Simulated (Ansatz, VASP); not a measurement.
## Two plane-wave programs on ZnS

```xyz
2
Lattice="0.0000 2.3490 2.3490 2.3490 0.0000 2.3490 2.3490 2.3490 0.0000" Properties=species:S:1:pos:R:3 pbc="T T T"
Zn    0.0000    0.0000    0.0000
S     2.3490    2.3490    2.3490
```

Change from the starting cell: volume scaled by 0.78, to set the pressure.

Alike in both runs: task single point; functional PBE; k mesh 15 × 15 × 15; occupations fermi-dirac, width 0.1 eV; no spin polarisation.

```csv
,VASP,Ansatz
version,VASP 6.6.1,Ansatz 0.2.0
potentials or method,"VASP PAW PBE potentials, release 64 (Zn, S)","PAW with Ansatz's default frozen-core files, scalar-relativistic"
plane-wave cutoff (eV),500,420
valence electrons in the cell,18,18
```

|  | VASP | Ansatz | Ansatz less VASP |
| --- | --- | --- | --- |
| pressure (GPa) | 37.8 | 37.3 | -0.50 |

Both programs put the cell under a high pressure, so it lies far from rest at this level.
